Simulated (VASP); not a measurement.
A run of VASP 6.6.1:

File INCAR:

```
SYSTEM = GaReSi
ALGO = Normal
EDIFF = 1E-7
EDIFFG = -0.005
ENCUT = 500
GGA_COMPAT = .FALSE.
IBRION = 2
ISIF = 3
ISMEAR = 0
LASPH = .TRUE.
LCHARG = .FALSE.
LREAL = .FALSE.
LWAVE = .FALSE.
NELM = 120
NELMIN = 4
NSW = 70
PREC = Accurate
SIGMA = 0.01
```

File KPOINTS:

```
k-points
0
G
  12 12 6
  0 0 0
```

The input POSCAR:

```
GaReSi
1.0
    3.2103103542      0.0000000000      0.0000000000
    0.0000000000      3.2103103542      0.0000000000
    0.0000000000      0.0000000000      8.1154343491
Ga Si Re
2 2 2
Direct
    0.5000000000      0.0000000000      0.9136582377
    0.0000000000      0.5000000000      0.0863417623
    0.0000000000      0.5000000000      0.4155231367
    0.5000000000      0.0000000000      0.5844768633
    0.0000000000      0.5000000000      0.7287746583
    0.5000000000      0.0000000000      0.2712253417
```

Potentials or basis: VASP PAW LDA potentials, release 64 (Ga_d, Si, Re_sv_GW).

The run is started by

```sh
$ cat potpaw_LDA.64/Ga_d/POTCAR potpaw_LDA.64/Si/POTCAR potpaw_LDA.64/Re_sv_GW/POTCAR > POTCAR
$ mpirun -np 1 vasp_std > vasp.out
```

Hardware: 1 thread of AMD EPYC 9R45 96-Core Processor (Zen 5) (shared host).

Q: Estimate the wall time of this run.

A: Wall time 25 min on 1 thread of AMD EPYC 9R45 96-Core Processor (Zen 5), with other jobs on the host, peak memory 0.37 GiB. Counts: scf iterations 128, k points 112, ion steps 13.
